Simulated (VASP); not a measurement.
Here is a VASP 6.6.1 calculation.

File POSCAR:

```
TiO2
1.0
    0.0000000000      2.3490648442      2.3490648442
    2.3490648442      0.0000000000      2.3490648442
    2.3490648442      2.3490648442      0.0000000000
Ti O
1 2
Direct
    0.0000000000      0.0000000000      0.0000000000
    0.2500000000      0.2500000000      0.2500000000
    0.7500000000      0.7500000000      0.7500000000
```

INCAR.step1

```
SYSTEM = TiO2
PREC = Accurate
ENCUT = 520
ISMEAR = -1
SIGMA = 0.1
LREAL = .FALSE.
LASPH = .TRUE.
NELM = 60
NBANDS = 19
GGA = PE
ALGO = Normal
EDIFF = 1E-4
LWAVE = .TRUE.
LCHARG = .FALSE.
```

INCAR.step2

```
SYSTEM = TiO2
PREC = Accurate
ENCUT = 520
EDIFF = 1E-6
ISMEAR = -1
SIGMA = 0.1
LREAL = .FALSE.
LASPH = .TRUE.
NELM = 60
ALGO = Normal
ISIF = 2
LWAVE = .FALSE.
LCHARG = .FALSE.
METAGGA = R2SCAN
LMIXTAU = .TRUE.
NBANDS = 19
ISTART = 1
```

Contents of KPOINTS:

```
Automatic mesh
0
G
  12 12 12
  0 0 0
```

Potentials or basis: VASP PAW PBE potentials, release 64 (Ti_sv, O).

Command:

```bash
$ cat potpaw_PBE.64/Ti_sv/POTCAR potpaw_PBE.64/O/POTCAR > POTCAR
$ cp INCAR.step1 INCAR
$ mpirun -np 1 vasp_std > vasp.out
$ cp INCAR.step2 INCAR
$ mpirun -np 1 vasp_std > vasp.out
```

Task: What does it give for the band gap on the k mesh?

Result: 1.61 eV, indirect (least direct gap 2.39 eV).

Task: Estimate the pressure.

Result: 20.9 GPa.

Caveat: the PAW data sets were made with another functional, which shifts forces and pressure a little. r2SCAN opens gaps a little over a GGA but as a rule still falls short of measured ones.
